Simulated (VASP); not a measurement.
# LiCd12 in VASP: single point with PBE

Aim: the single point of LiCd12 with PBE.

Everything below comes from runs of VASP 6.6.1. Logs are shortened: lines on timing, memory, paths and dates and some standing lists are left out, and cuts for length are marked.

**1. The cell of the first run**

The cell holds a slab with vacuum, 13 atoms: a = 5.960 Å, b = 5.960 Å, c = 18.620 Å, α = 90.00°, β = 90.00°, γ = 60.00°.

**2. Single point, PBE**

The input, INCAR:

```
SYSTEM = LiCd12
PREC = Accurate
ENCUT = 520
EDIFF = 1E-7
ISMEAR = 0
SIGMA = 0.05
LREAL = .False.
LASPH = .True.
NELM = 80
ALGO = Normal
ISIF = 2
LWAVE = .False.
LCHARG = .False.
GGA = PE
NBANDS = 86
```

The input, KPOINTS:

```
regular mesh
0
Gamma
  3 3 1
  0 0 0
```

The input, POSCAR:

```
LiCd12
1.0
    5.9600000000      0.0000000000      0.0000000000
    2.9800000000      5.1615110000      0.0000000000
    0.0000000000      0.0000000000     18.6202800000
Cd Li
12 1
Direct
    0.0000000000      0.0000000000      0.0537048852
    0.5000000000      0.0000000000      0.0537048852
    0.0000000484      0.4999999031      0.0537048852
    0.5000000484      0.4999999031      0.0537048852
   -0.1655370000      0.3273833961      0.2158850995
    0.3305104345      0.3266777887      0.2216927995
   -0.1673665544      0.8282247195      0.2201872904
    0.3302860797      0.8322681091      0.2207703644
    0.0094521886     -0.0278389410      0.4180089666
    0.5050304380     -0.0172786612      0.4026964149
    0.0032380892      0.4743822109      0.4194926177
    0.5069463604      0.4909740578      0.3533978007
    0.5100755424      0.4150683782      0.4895466126
```

Potentials or basis: VASP PAW PBE potentials, release 64 (Cd, Li_sv).

The run is started by

```sh
$ cat potpaw_PBE.64/Cd/POTCAR potpaw_PBE.64/Li_sv/POTCAR > POTCAR
$ mpirun -np 1 vasp_std > vasp.out
```

OUTCAR:

```text
SYSTEM = LiCd12
   PREC = Accurate
   ENCUT = 520
   EDIFF = 1E-7
   ISMEAR = 0
   LREAL = .False.
   LASPH = .True.
   NELM = 80
   ISIF = 2
   GGA = PE

 ion  position               nearest neighbor table
   1  0.000  0.000  0.054-   3 2.98   4 2.98   2 2.98   2 2.98   4 2.98   3 2.98   5 3.46   8 3.55
                             7 3.56
   2  0.500  0.000  0.054-   4 2.98   3 2.98   1 2.98   1 2.98   3 2.98   4 2.98   7 3.54   6 3.55
                             8 3.57
   3  0.000  0.500  0.054-   1 2.98   2 2.98   4 2.98   4 2.98   2 2.98   1 2.98   5 3.49   7 3.53
                             6 3.56
   4  0.500  0.500  0.054-   2 2.98   1 2.98   3 2.98   3 2.98   1 2.98   2 2.98   5 3.48   8 3.55
                             6 3.59
   5  0.834  0.327  0.216-   8 2.95   6 2.96   7 2.98   7 2.98   6 3.01   8 3.01  12 3.07   1 3.46
                             4 3.48   3 3.49
   6  0.331  0.327  0.222-   8 2.95   5 2.96   7 2.98   7 2.98   5 3.01   8 3.01  12 3.02   2 3.55
                             3 3.56   4 3.59
   7  0.833  0.828  0.220-   8 2.98   6 2.98   5 2.98   5 2.98   6 2.98   8 2.98   3 3.53   2 3.54
                             1 3.56
   8  0.330  0.832  0.221-   6 2.95   5 2.95   7 2.98   7 2.98   5 3.01   6 3.01  12 3.03   1 3.55
                             4 3.55   2 3.57  10 3.78
   9  0.009  0.972  0.418-  11 2.98  11 2.99  10 2.99  10 3.00  13 3.12  12 3.16  12 3.27
  10  0.505  0.983  0.403-  11 2.98   9 2.99   9 3.00  11 3.02  13 3.06  12 3.07  12 3.17   8 3.78

  11  0.003  0.474  0.419-   9 2.98  10 2.98   9 2.99  10 3.02  13 3.14  12 3.16  12 3.29
  12  0.507  0.491  0.353-  13 2.57   6 3.02   8 3.03  10 3.07   5 3.07   9 3.16  11 3.16  10 3.17
                             9 3.27  11 3.29
  13  0.510  0.415  0.490-  12 2.57  10 3.06   9 3.12  11 3.14

  LATTYP: Found a hexagonal cell.
 ALAT       =     5.9599996479
 C/A-ratio  =     3.1242082383

  Lattice vectors:

 A1 = (  -2.9800000000,  -5.1615110000,   0.0000000000)
 A2 = (   5.9600000000,   0.0000000000,   0.0000000000)
 A3 = (   0.0000000000,   0.0000000000,  18.6202800000)

Analysis of symmetry for initial positions (statically):
=====================================================================
 Subroutine PRICEL returns:
 Original cell was already a primitive cell.

 Routine SETGRP: Setting up the symmetry group for a
 hexagonal supercell.

 Subroutine GETGRP returns: Found  1 space group operations
 (whereof  1 operations were pure point group operations)
 out of a pool of 24 trial point group operations.

The static configuration has the point symmetry C_1 .

Analysis of symmetry for dynamics (positions and initial velocities):
=====================================================================
 Subroutine PRICEL returns:
 Original cell was already a primitive cell.

 Routine SETGRP: Setting up the symmetry group for a
 hexagonal supercell.

 Subroutine GETGRP returns: Found  1 space group operations
 (whereof  1 operations were pure point group operations)
 out of a pool of 24 trial point group operations.

The dynamic configuration has the point symmetry C_1 .

 Subroutine INISYM returns: Found  1 space group operations
 (whereof  1 operations are pure point group operations),
 and found     1 'primitive' translations

----------------------------------------------------------------------------------------

                                     Primitive cell

  volume of cell :     572.8083

  direct lattice vectors                    reciprocal lattice vectors
     5.960000000  0.000000000  0.000000000     0.167785235 -0.096870858  0.000000000
     2.980000000  5.161511000  0.000000000     0.000000000  0.193741716  0.000000000
     0.000000000  0.000000000 18.620280000     0.000000000  0.000000000  0.053704885

  length of vectors
     5.960000000  5.959999648 18.620280000     0.193741705  0.193741716  0.053704885

  position of ions in fractional coordinates (direct lattice)
     0.000000000  0.000000000  0.053704885
     0.500000000  0.000000000  0.053704885
     0.000000048  0.499999903  0.053704885
     0.500000048  0.499999903  0.053704885
     0.834463000  0.327383396  0.215885099
     0.330510434  0.326677789  0.221692799
     0.832633446  0.828224719  0.220187290
     0.330286080  0.832268109  0.220770364
[... 29 lines left out ...]

 Generating k-lattice:

  Cartesian coordinates                     Fractional coordinates (reciprocal lattice)
     0.055928412 -0.032290286  0.000000000     0.333333333 -0.000000000  0.000000000
     0.000000000  0.064580572  0.000000000     0.000000000  0.333333333  0.000000000
     0.000000000  0.000000000  0.053704885     0.000000000  0.000000000  1.000000000

  Length of vectors
     0.064580568  0.064580572  0.053704885

  Shift w.r.t. Gamma in fractional coordinates (k-lattice)
     0.000000000  0.000000000  0.000000000

 Subroutine IBZKPT returns following result:
 ===========================================

 Found      5 irreducible k-points:

 Following reciprocal coordinates:
            Coordinates               Weight
  0.000000  0.000000  0.000000      1.000000
  0.333333  0.000000  0.000000      2.000000
  0.333333  0.333333  0.000000      2.000000
  0.000000  0.333333  0.000000      2.000000
 -0.333333  0.333333  0.000000      2.000000
   k-points           NKPTS =      5   k-points in BZ     NKDIM =      5   number of bands    NBANDS=     86
   number of dos      NEDOS =    301   number of ions     NIONS =     13
   total plane-waves  NPLWV = 322560
   dimension x,y,z NGX =    48 NGY =   48 NGZ =  140
   dimension x,y,z NGXF=    96 NGYF=   96 NGZF=  280
   ions per type =              12   1
   NGX,Y,Z   is equivalent  to a cutoff of  13.39, 13.39, 12.50 a.u.
   NGXF,Y,Z  is equivalent  to a cutoff of  26.78, 26.78, 25.00 a.u.
 SYSTEM =  LiCd12
   PREC   = accura    normal or accurate (medium, high low for compatibility)
   ISTART =      0    job   : 0-new  1-cont  2-samecut
   ICHARG =      2    charge: 1-file 2-atom 10-const
   ISPIN  =      1    spin polarized calculation?
   LNONCOLLINEAR =      F non collinear calculations
   LSORBIT =      F    spin-orbit coupling
   LASPH  =      T    aspherical Exc in radial PAW
   ENCUT  =  520.0 eV  38.22 Ry    6.18 a.u.  11.08 11.08 34.62*2*pi/ulx,y,z
   NELM   =     80;   NELMIN=  2; NELMDL= -5     # of ELM steps
   EDIFF  = 0.1E-06   stopping-criterion for ELM
   LREAL  =      F    real-space projection
   EDIFFG = 0.1E-05   stopping-criterion for IOM
   NSW    =      0    number of steps for IOM
   IBRION =     -1    ionic relax: 0-MD 1-quasi-New 2-CG
   NFREE  =      0    steps in history (QN), initial steepest desc. (CG)
   ISIF   =      2    stress and relaxation
   ISYM   =      2    0-nonsym 1-usesym 2-fastsym
   POTIM  = 0.5000    time-step for ionic-motion
   TEBEG  =    0.0;   TEEND  =   0.0 temperature during run
   PSTRESS=    0.0 pullay stress
   NELECT =     147.0000    total number of electrons
   NUPDOWN=      -1.0000    fix difference up-down
   EMIN   =  10.00;   EMAX   =-10.00  energy-range for DOS
   EFERMI =   0.00;   METHOD = LEGACY
   ISMEAR =     0;   SIGMA  =   0.05  broadening in eV -4-tet -1-fermi 0-gaus
   EFERMI_NEDOS =   21; number of points for ismear=-14 and -15
   IALGO  =     38    algorithm
   IMIX   =      4    mixing-type and parameters
     AMIX     =   0.40;   BMIX     =  1.00
     AMIX_MAG =   1.60;   BMIX_MAG =  1.00
  volume/ion in A,a.u.               =      44.06       297.35
  Fermi-wavevector in a.u.,A,eV,Ry     =   1.040345  1.965968 14.725834  1.082318
  Thomas-Fermi vector in A             =   2.174917
   LORBIT       =      0    0 simple, 1 ext, 2 COOP (PROOUT), +10 PAW based schemes
   GGA     = PE    functional components
   LHFCALC =     F    Hartree Fock is set to
   AEXX    =    0.0000 exact exchange contribution
   IVDW    =     0    specifies the selected vdW correction
   LEPSILON=     F    determine dielectric tensor
   LRPA    =     F    only Hartree local field effects (RPA)
 non-spin polarized calculation
 Gauss-broadening in eV      SIGMA  =   0.05
  energy-cutoff  :      520.00
  volume of cell :      572.81
 maximum number of plane-waves:     15447
 NGX is ok and might be reduce to    48
   NGX = 23   NGY = 23   NGZ = 69

 number of electron     146.9999998 magnetization

 Free energy of the ion-electron system (eV)
  ---------------------------------------------------
  ext. energy  EPLUGINS =         0.00000000
  ---------------------------------------------------
  free energy    TOTEN  =       -10.18894576 eV

  energy without entropy =      -10.18379258  energy(sigma->0) =      -10.18636917

 E-fermi :  -0.2107     XC(G=0):  -6.2501

 val. band max:       -0.4558645099   @ k =  -0.3333   0.3333   0.0000
 cond. band min:      -0.1863570079   @ k =  -0.3333   0.3333   0.0000
 fundamental gap:      0.2695075021
 Fermi energy:        -0.2107112392

 k-point     1 :       0.0000    0.0000    0.0000
  band No.  band energies     occupation
      1     -48.2591      2.00000
      2     -10.0512      2.00000
      3     -10.0010      2.00000
      4      -9.9980      2.00000
      5      -9.8684      2.00000
      6      -9.8618      2.00000
[... 429 lines left out ...]
     84       2.8624      0.00000
     85       2.8898      0.00000
 [bands above 85 left out]

------------------------ aborting loop because EDIFF is reached ----------------------------------------

  FORCE on cell =-STRESS in cart. coord.  units (eV):
  Direction    XX          YY          ZZ          XY          YZ          ZX
  --------------------------------------------------------------------------------------
  -------------------------------------------------------------------------------------
  Total       -2.0507036     -1.9878028      0.2635184     -0.0051788      0.1927903      0.0785597
  in kB       -5.7359342     -5.5599970      0.7370759     -0.0144854      0.5392455      0.2197359
  external PRESSURE =      -3.5196184 kB  Pullay stress =       0.0000000 kB

 VOLUME and BASIS-vectors are now :
 -----------------------------------------------------------------------------
  energy-cutoff  :      520.00
  volume of cell :      572.81
      direct lattice vectors                 reciprocal lattice vectors
     5.960000000  0.000000000  0.000000000     0.167785235 -0.096870858  0.000000000
     2.980000000  5.161511000  0.000000000     0.000000000  0.193741716  0.000000000
     0.000000000  0.000000000 18.620280000     0.000000000  0.000000000  0.053704885

 POSITION                                       TOTAL-FORCE (eV/Angst)
 -----------------------------------------------------------------------------------
      0.00000      0.00000      1.00000         0.004897     -0.007717      0.003385
      2.98000      0.00000      1.00000        -0.009390      0.014710     -0.033625
      1.49000      2.58075      1.00000         0.014664     -0.017787      0.007478
      4.47000      2.58075      1.00000        -0.017002     -0.008129     -0.027067
      5.94900      1.68979      4.01984        -0.003428      0.000982     -0.003685
      2.94334      1.68615      4.12798         0.000624      0.001348     -0.003918
      7.43060      4.27489      4.09995        -0.001298     -0.000765      0.008824
      4.44866      4.29576      4.11081        -0.001965     -0.003697     -0.001383
      2.95337      5.01782      7.78344         0.001983     -0.006088      0.010376
      5.93849      5.07233      7.49832         0.001963      0.003662      0.024859
      1.43296      2.44853      7.81107        -0.008028      0.001392      0.004716
      4.48450      2.53417      6.58037         0.004269     -0.013252      0.001355
      4.27695      2.14238      9.11549         0.012710      0.035341      0.008685
 -----------------------------------------------------------------------------------
    total drift:                               -0.000596      0.001187      0.000348

  FREE ENERGIE OF THE ION-ELECTRON SYSTEM (eV)
  ---------------------------------------------------
  free  energy   TOTEN  =       -10.1889457632 eV

  energy  without entropy=      -10.1837925768  energy(sigma->0) =      -10.18636917
```

Wall time 8.6 min (1 thread of AMD EPYC 7R43 (Zen 3), shared host); peak memory 0.7 GiB.

What came out:

```yaml
Free_energy: -10.1889 eV
Largest_force: 0.039 eV/Å
Band_gap_on_the_k_mesh: zero (an odd number of electrons rules out a gap without spin polarisation)
```

Forces in eV/Å, atoms in the order of the input:
```
Cd   0.005 -0.008  0.003
Cd  -0.009  0.015 -0.034
Cd   0.015 -0.018  0.007
Cd  -0.017 -0.008 -0.027
Cd  -0.003  0.001 -0.004
Cd   0.001  0.001 -0.004
Cd  -0.001 -0.001  0.009
Cd  -0.002 -0.004 -0.001
Cd   0.002 -0.006  0.010
Cd   0.002  0.004  0.025
Cd  -0.008  0.001  0.005
Cd   0.004 -0.013  0.001
Li   0.013  0.035  0.009
```

Levels at points of the mesh, in eV from the Fermi level:
| k point | band 70 | band 71 | band 72 | band 73 | band 74 | band 75 | band 76 | band 77 | band 78 | band 79 |
| --- | --- | --- | --- | --- | --- | --- | --- | --- | --- | --- |
| (0.00, 0.00, 0.00) | -1.02 | -0.99 | -0.85 | -0.83 | -0.75 | -0.39 | 0.18 | 0.25 | 0.47 | 0.69 |

Caveat: the k points lie up to 0.41 Å⁻¹ apart, too coarse for converged energies and pressures of a metal; the cutoff is under 1.25 times the usual one of these potentials, so pressure, stress and relaxed cells hold a basis-set (Pulay) error.
